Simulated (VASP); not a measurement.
# Ag2Sb3 (P-3m1) in VASP: a series of runs, part 2 of 2

VASP 6.6.1. Earlier steps stand in the parts before.

### 4 Relaxation of cell and atoms, PBE

INCAR

```
SYSTEM = Ag2Sb3
PREC = Accurate ; ENCUT = 500
EDIFF = 1E-7 ; ISMEAR = 0
SIGMA = 0.1 ; LREAL = .FALSE.
LASPH = .TRUE. ; NELM = 120
ALGO = Normal ; ISIF = 3
LWAVE = .FALSE. ; LCHARG = .FALSE.
GGA = PE ; IBRION = 2
NSW = 90 ; EDIFFG = -0.04
GGA_COMPAT = .FALSE. ; NELMIN = 4
```

KPOINTS

```
regular mesh
0
G
  6 6 4
  0 0 0
```

POSCAR

```
Ag2Sb3
1.0
    4.4654171864      0.0000000000      0.0000000000
   -2.2327085932      3.8671647219      0.0000000000
    0.0000000000      0.0000000000      6.9474637951
Ag Sb
2 3
Direct
    0.3333333333      0.6666666667      0.2450000000
    0.6666666667      0.3333333333      0.7550000000
    0.0000000000      0.0000000000      0.0000000000
    0.3333333333      0.6666666667      0.6450000000
    0.6666666667      0.3333333333      0.3550000000
```

On the command line:

```console
cat potpaw_PBE.64/Ag/POTCAR potpaw_PBE.64/Sb/POTCAR > POTCAR
mpirun -np 1 vasp_std > vasp.out
```

Run time: 24 min. Hardware: 1 thread of AMD EPYC 7R43 (Zen 3), shared host; peak memory 0.25 GiB.

Results (log left out):

| Item | Value |
| --- | --- |
| Free energy | -17.1406 eV |
| Relaxed volume | 25.74 Å³/atom |
| Relaxed cell | a = 4.649 Å, b = 4.649 Å, c = 6.875 Å, α = 90.00°, β = 90.00°, γ = 120.00° |
| Space group after relaxing (to 0.1 Å) | P-3m1 (No. 164) |
| Energy gained by relaxing | 107.6 meV/atom |
| Ionic steps | 23 |
| Pressure after relaxing | 0.0 GPa |
| Largest force after relaxing | 0.030 eV/Å |
| Band gap on the k mesh | zero (an odd number of electrons rules out a gap without spin polarisation) |

Forces on the atoms (eV/Å):
```
Ag   0.000  0.000 -0.030
Ag   0.000  0.000  0.030
Sb   0.000  0.000  0.000
Sb   0.000  0.000  0.030
Sb   0.000  0.000 -0.030
```

Stress tensor (GPa, compression positive):
```
0.01 0.00 0.00
0.00 0.01 0.00
0.00 0.00 0.10
```

Step by step:
```
step  energy change (eV)  largest force (eV/Å)  pressure (GPa)  volume (Å³)
   1              0.0000                1.2153            7.99       119.97
   2             -0.2590                0.3016           -3.84       141.96
   3             -0.3578                0.5564           -0.68       133.53
   4             -0.3577                0.5669           -0.51       133.25
   5             -0.4018                0.5058           -0.37       132.36
   6             -0.4890                0.3275            0.23       129.64
   7             -0.4745                0.0088            2.55       123.95
   8             -0.5063                0.1427            1.31       126.50
   9             -0.5058                0.0557           -1.25       131.36
  10             -0.5183                0.0410           -0.01       128.84
  11             -0.5211                0.0617            0.04       128.76
  12             -0.5246                0.1382            0.20       128.53
  13             -0.5266                0.1365           -0.01       128.95
  14             -0.5282                0.1294           -0.33       129.61
  15             -0.5300                0.1187           -0.26       129.47
  16             -0.5338                0.0811           -0.07       129.06
  17             -0.5352                0.0663            0.34       128.24
  18             -0.5356                0.0544            0.22       128.48
  19             -0.5365                0.0547           -0.02       128.94
  20             -0.5365                0.0549           -0.08       129.05
  21             -0.5370                0.0513           -0.03       128.92
  22             -0.5376                0.0408            0.14       128.51
  23             -0.5380                0.0301            0.04       128.68
```

Final structure:
```
CELL_PARAMETERS angstrom
4.64900 0.00000 0.00000
-2.32450 4.02615 0.00000
0.00000 0.00000 6.87497
ATOMIC_POSITIONS crystal
Ag 0.33333 0.66667 0.20057
Ag 0.66667 0.33333 0.79943
Sb 0.00000 0.00000 0.00000
Sb 0.33333 0.66667 0.64268
Sb 0.66667 0.33333 0.35732
```

Levels at points of the mesh, in eV from the Fermi level:
```tsv
k point	band 17	band 18	band 19	band 20	band 21	band 22
(0.00, 0.00, 0.00)	-1.05	-0.01	-0.01	0.96	0.96	1.39
(0.50, 0.00, 0.00)	-3.32	0.07	0.18	0.48	0.77	0.78
(0.00, 0.00, 0.50)	-0.93	0.22	0.22	0.27	0.72	0.72
(0.50, 0.00, 0.50)	-2.10	-2.00	-0.92	0.31	2.28	2.41
```

Caveat: spin-orbit coupling is left out, which moves the levels of the heavy elements; an odd number of electrons without spin polarisation forces a metal; a magnetic or distorted state may lie lower.

### 5 Single point, PBE

This run uses another cell than the first one, of 25.73 Å³/atom.

INCAR

```
SYSTEM = Ag2Sb3
ALGO = Normal
EDIFF = 1E-6
ENCUT = 500
GGA = PE
GGA_COMPAT = .FALSE.
ISIF = 2
ISMEAR = 0
LASPH = .TRUE.
LCHARG = .FALSE.
LREAL = .FALSE.
LWAVE = .FALSE.
NBANDS = 26
NELM = 120
PREC = Accurate
SIGMA = 0.1
```

KPOINTS

```
k-points
0
G
  12 12 6
  0 0 0
```

POSCAR

```
Ag2Sb3
1.0
    4.5534280143      0.0000000000      0.0000000000
   -2.2767140072      3.9433843347      0.0000000000
    0.0000000000      0.0000000000      7.1645153230
Ag Sb
2 3
Direct
    0.3333333333      0.6666666667      0.1917110581
    0.6666666667      0.3333333333      0.8082889419
    0.0000000000      0.0000000000      0.0000000000
    0.3333333333      0.6666666667      0.6302969410
    0.6666666667      0.3333333333      0.3697030590
```

On the command line:

```console
cat potpaw_PBE.64/Ag/POTCAR potpaw_PBE.64/Sb/POTCAR > POTCAR
mpirun -np 1 vasp_std > vasp.out
```

It took 6.7 min on 1 thread of AMD EPYC 7R43 (Zen 3), shared host; peak memory 0.39 GiB.

Results (log left out):

```
Free energy            : -17.1423 eV
Pressure               : -0.1 GPa
Largest force          : 0.005 eV/Å
Band gap on the k mesh : zero (an odd number of electrons rules out a gap without spin polarisation)
```

Forces in eV/Å, atoms in the order of the input:
```
Ag   0.000  0.000  0.000
Ag   0.000  0.000  0.000
Sb   0.000  0.000  0.000
Sb   0.000  0.000  0.005
Sb   0.000  0.000 -0.005
```

Levels at points of the mesh, in eV from the Fermi level:
| k point | band 17 | band 18 | band 19 | band 20 | band 21 | band 22 |
| --- | --- | --- | --- | --- | --- | --- |
| (0.00, 0.00, 0.00) | -0.88 | 0.44 | 0.44 | 1.22 | 1.22 | 1.54 |
| (0.50, 0.00, 0.00) | -2.99 | 0.32 | 0.65 | 0.70 | 0.74 | 1.05 |
| (0.00, 0.00, 0.50) | -0.72 | 0.67 | 0.68 | 0.68 | 1.08 | 1.08 |
| (0.50, 0.00, 0.50) | -1.89 | -1.75 | -1.11 | 0.15 | 2.18 | 2.54 |

Caveat: spin-orbit coupling is left out, which moves the levels of the heavy elements; an odd number of electrons without spin polarisation forces a metal; a magnetic or distorted state may lie lower.

### 6 Summary

```tsv
task	cell	k mesh	gap on the mesh (eV)	pressure (GPa)	largest force (eV/Å)
single point	a = 4.465, b = 4.465, c = 6.947 Å, angles 90.0, 90.0, 120.0°, 5 atoms, atomic positions A	6 × 6 × 4	none	8.0	1.22
single point	a = 4.662, b = 4.662, c = 6.854 Å, angles 90.0, 90.0, 120.0°, 5 atoms, atomic positions B	6 × 6 × 4	none	-0.1	0.02
relaxation of cell and atoms	relaxed from a = 4.465, b = 4.465, c = 6.947 Å, angles 90.0, 90.0, 120.0°, 5 atoms, atomic positions A	6 × 6 × 4	none	0.0	0.03
single point	a = 4.553, b = 4.553, c = 7.165 Å, angles 90.0, 90.0, 120.0°, 5 atoms, atomic positions C	12 × 12 × 6	none	-0.1	-
```

Alike in all rows: level PBE; potentials or basis VASP PAW PBE potentials, release 64 (Ag, Sb); no spin polarisation; cutoff (eV) 500; smearing gaussian 0.1 eV.

Caveats: spin-orbit coupling is left out, which moves the levels of the heavy elements; an odd number of electrons without spin polarisation forces a metal; a magnetic or distorted state may lie lower; the cell stands under pressure (at least some runs).

Total energies depend on the potentials used, so only differences within one code and one set of settings carry meaning.
